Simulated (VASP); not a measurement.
SnBr4Cl: relaxation of cell and atoms with PBE

The system is SnBr4Cl.

```
CELL_PARAMETERS angstrom
4.50002 0.00000 0.00000
0.00000 4.50002 0.00000
0.00000 0.00000 7.75641
ATOMIC_POSITIONS crystal
Sn 0.00000 0.00000 0.00000
Br 0.50000 0.00000 0.00000
Br 0.00000 0.50000 0.00000
Br 0.00000 0.00000 0.27700
Br 0.00000 0.00000 0.72300
Cl 0.50000 0.50000 0.50000
```

The cell was generated, and may not be a known phase.

| Property | Result |
| --- | --- |
| Program | VASP 6.6.1 |
| Task | relaxation of cell and atoms |
| Functional | PBE |
| Potentials or basis | VASP PAW PBE potentials, release 64 (Sn_d, Br, Cl) |
| Cutoff | 600 eV |
| k mesh | 4 × 4 × 2 |
| Occupations | gaussian, width 0.1 eV |
| Spin | no spin polarisation |
| Dipole correction | no |
| Further INCAR settings | ALGO = Normal; EDIFF = 1e-07; IBRION = 2; EDIFFG = -0.04; NSW = 90; ISIF = 3 |

```yaml
Relaxed_volume: 42.51 Å³/atom
Relaxed_cell: a = 5.499 Å, b = 5.499 Å, c = 8.433 Å, α = 90.00°, β = 90.00°, γ = 90.00°
Space_group_after_relaxing_to_0.1_Å: P4/mmm (No. 123)
Energy_gained_by_relaxing: 1451.4 meV/atom
Ionic_steps: 15
Pressure_after_relaxing: 0.0 GPa
Largest_force_after_relaxing: 0.006 eV/Å
Band_gap_on_the_k_mesh: zero (an odd number of electrons rules out a gap without spin polarisation)
```

Forces in eV/Å, atoms in the order of the input:
```
Sn   0.000  0.000  0.000
Br   0.000  0.000  0.000
Br   0.000  0.000  0.000
Br   0.000  0.000  0.006
Br   0.000  0.000 -0.006
Cl   0.000  0.000  0.000
```

Step by step:
```csv
step,energy change (eV),largest force (eV/Å),pressure (GPa),volume (Å³)
1,0.0000,9.6682,40.81,157.07
2,-6.4258,0.1775,-2.46,362.55
3,-8.0261,0.7763,0.77,242.38
4,-8.0246,0.7683,0.48,245.67
5,-8.5083,0.6995,-0.64,253.43
6,-8.6645,0.3519,-0.85,259.94
7,-8.6944,0.0100,-0.01,251.23
8,-8.6947,0.0285,-0.09,251.96
9,-8.7010,0.0597,-0.01,250.33
10,-8.7028,0.0854,0.08,248.92
11,-8.7040,0.0810,0.05,249.57
12,-8.7066,0.0690,-0.01,251.53
13,-8.7082,0.0501,-0.11,255.47
14,-8.7084,0.0479,0.05,254.76
15,-8.7087,0.0056,-0.02,255.06
```

Final structure:
```
Sn Br Cl
1.0
     5.49943    0.00000    0.00000
     0.00000    5.49943    0.00000
     0.00000    0.00000    8.43350
Sn Br Cl
1 4 1
Cartesian
  0.0000 0.0000 0.0000
  2.7497 0.0000 0.0000
  0.0000 2.7497 0.0000
  0.0000 0.0000 2.5222
  0.0000 0.0000 5.9113
  2.7497 2.7497 4.2167
```

Levels at points of the mesh, in eV from the Fermi level:
```
           k point  band 21  band 22  band 23  band 24  band 25  band 26  band 27  band 28  band 29
(0.00, 0.00, 0.00)    -0.74    -0.74    -0.22    -0.09    -0.03    -0.03     6.10     7.35     7.47
(0.50, 0.00, 0.00)    -0.76    -0.21    -0.20    -0.14     0.04     1.32     3.39     6.85     7.18
(0.50, 0.50, 0.00)    -0.11    -0.09    -0.09    -0.07    -0.07     2.64     2.87     2.87     6.61
(0.00, 0.00, 0.50)    -0.57    -0.57    -0.16    -0.05    -0.05     1.05     6.24     6.73     7.27
(0.50, 0.00, 0.50)    -0.57    -0.23    -0.17    -0.15    -0.08     2.06     3.50     5.87     6.98
(0.50, 0.50, 0.50)    -0.43    -0.13    -0.11     0.08     0.08     2.95     2.95     3.24     5.39
```

Run time: 7.1 min on 1 thread of Intel(R) Xeon(R) 6975P-C (Granite Rapids), on a shared host, peak memory 0.31 GiB.

Caveat: the k points lie up to 0.37 Å⁻¹ apart in the final cell, too coarse for converged energies and pressures of a metal; the volume moved by over 15 % at a fixed basis, so the end points are rough; spin-orbit coupling is left out, which moves the levels of the heavy elements; an odd number of electrons without spin polarisation forces a metal; a magnetic or distorted state may lie lower.
